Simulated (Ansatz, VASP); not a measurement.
**One calculation of Co, two programs**

The input INCAR:

```
ALGO = Normal
EDIFF = 1E-8
ENCUT = 520
GGA = PS
ISIF = 2
ISMEAR = -1
ISPIN = 2
LASPH = True
LCHARG = False
LEFG = True
LMAXMIX = 4
LORBIT = 11
LREAL = False
LWAVE = False
MAGMOM = 2 2
NBANDS = 20
NELM = 150
PREC = Accurate
SIGMA = 0.05
```

Contents of KPOINTS:

```
k-points
0
Gamma
  19 19 10
```

The input POSCAR:

```
Co
1.0
    2.5190008694      0.0000000000      0.0000000000
   -1.2595004347      2.1815187451      0.0000000000
    0.0000000000      0.0000000000      3.9682700000
Co
2
Direct
    0.3333333333      0.6666666667      0.2500000000
    0.6666666667      0.3333333333      0.7500000000
```

Input for Ansatz:

```yaml
crystal:
  lattice:
    - [2.5190008694, 0.0, 0.0]
    - [-1.2595004347, 2.1815187451, 0.0]
    - [0.0, 0.0, 3.96827]
  atoms:
    - { symbol: Co, position: [0.3333333333, 0.6666666667, 0.25], spin: 2.0 }
    - { symbol: Co, position: [0.6666666667, 0.3333333333, 0.75], spin: 2.0 }
magnetization:
  spin_polarized: true
kpoints:
  mp_grid: { grid: [19, 19, 10] }
scf:
  occupations: { method: fermi_dirac, width: 0.05 }
hamiltonian:
  xc: pbesol
  pseudopotentials: { kind: all_electron, datasets: crystal }
output:
  forces: true
  stress: true
  eigenvalues: true
  efg: { contact_densities: true }
```

Change from the starting cell: zz strain of -3 %, crystal datasets.

Alike in both runs: task electric field gradients; functional PBEsol; k mesh 19 × 19 × 10; occupations fermi-dirac, width 0.05 eV; collinear spin.

|  | VASP | Ansatz |
| --- | --- | --- |
| version | VASP 6.6.1 | Ansatz 0.2.0 |
| potentials or method | VASP PAW PBE potentials, release 64 (Co), cutoff 520 eV | all-electron PAW with datasets made for the crystal, scalar-relativistic |

Ansatz gave:

```
pressure (GPa)                                                : -10.7
traceless stress, the component that is largest in VASP (GPa) : 4.66
net moment per atom (μB)                                      : 1.61
size of the moment on the site where the two differ most (μB) : 1.68
size of Vzz on the site where it differs most (V/Å²)          : 8.7
```

Task: Estimate VASP's values.

Result: Pressure (GPa): -11.2; traceless stress, the component that is largest in VASP (GPa): 4.47; net moment per atom (μB): 1.61; size of the moment on the site where the two differ most (μB): 1.62; size of Vzz on the site where it differs most (V/Å²): 11.1.

VASP's potentials were made for PBE, not for PBEsol. Site moments also hang on the region over which each program counts them. Ansatz ran all-electron here, and VASP with PAW potentials.
